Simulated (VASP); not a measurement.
Set up this calculation in VASP 6.6.1, as the native input.

```yaml
Task: relaxation of cell and atoms
Functional: PBE
Potentials_or_basis: VASP PAW PBE potentials, release 64 (Co_sv)
Cutoff: 690 eV
k_mesh: 6 × 6 × 6
Occupations: gaussian, width 0.1 eV
Spin: collinear spin, ferromagnetic start
Starting_moments: "[0.16, 0.16, 0.16] μB"
Dipole_correction: no
Further_INCAR_settings: ALGO = Normal; EDIFF = 1e-07; IBRION = 2; EDIFFG = -0.04; NSW = 90; ISIF = 3
```

The structure of Co lies in POSCAR:

```
Co
1.0
    3.2321793139      0.0000000000      0.0000000000
   -1.6160896570      2.7991493955      0.0000000000
    0.0000000000      0.0000000000      3.6670156285
Co
3
Direct
    0.2254000000      0.0000000000      0.3333333333
    0.0000000000      0.2254000000      0.6666666667
    0.7746000000      0.7746000000      0.0000000000
```

These files were run (other wordings do the same):

INCAR

```
PREC     = Accurate       # precision mode
ENCUT    = 690            # plane-wave cutoff, eV
EDIFF    = 1E-7           # SCF threshold, eV
ISMEAR   = 0              # smearing method
SIGMA    = 0.1            # smearing width, eV
LREAL    = False          # projectors in reciprocal space
LASPH    = True           # aspherical terms in the spheres
NELM     = 200            # most SCF steps
ALGO     = Normal         # electronic algorithm
ISIF     = 3              # what is computed and relaxed
LWAVE    = False          # write WAVECAR
LCHARG   = False          # write CHGCAR
ISPIN    = 2              # spin polarisation
MAGMOM   = 0.16 0.16 0.16 # initial moments
LORBIT   = 11             # projections on sites
LMAXMIX  = 4              # l up to which the mixer works
GGA      = PE             # functional
IBRION   = 2              # ionic algorithm
NSW      = 90             # ionic steps
EDIFFG   = -0.04          # ionic threshold
GGA_COMPAT= False        
NELMIN   = 4
```

KPOINTS

```
Automatic mesh
0
Gamma
  6 6 6
```

Potentials or basis: VASP PAW PBE potentials, release 64 (Co_sv).

Launch:

```bash
$ cat potpaw_PBE.64/Co_sv/POTCAR > POTCAR
$ mpirun -np 1 vasp_std > vasp.out
```

It gave:

| Item | Value |
| --- | --- |
| Relaxed volume | 10.48 Å³/atom |
| Relaxed cell | a = 3.889 Å, b = 3.889 Å, c = 2.401 Å, α = 90.00°, β = 90.00°, γ = 120.00° |
| Space group after relaxing (to 0.1 Å) | Im-3m (No. 229) |
| Pressure after relaxing | -0.1 GPa |
| Largest force after relaxing | 0.010 eV/Å |
| Net moment | 0.00 μB per cell |
| Valence electrons inside the program's atomic spheres | Co 15.09 |

Caveat: the k points lie up to 0.44 Å⁻¹ apart in the final cell; the highest band is partly filled, so the run has too few bands; a cell axis changed by over 15 % at a fixed basis, so the end point is rough.

Run time: 42 min on 1 thread of Intel(R) Xeon(R) 6975P-C (Granite Rapids), with other jobs on the host, peak memory 0.24 GiB.
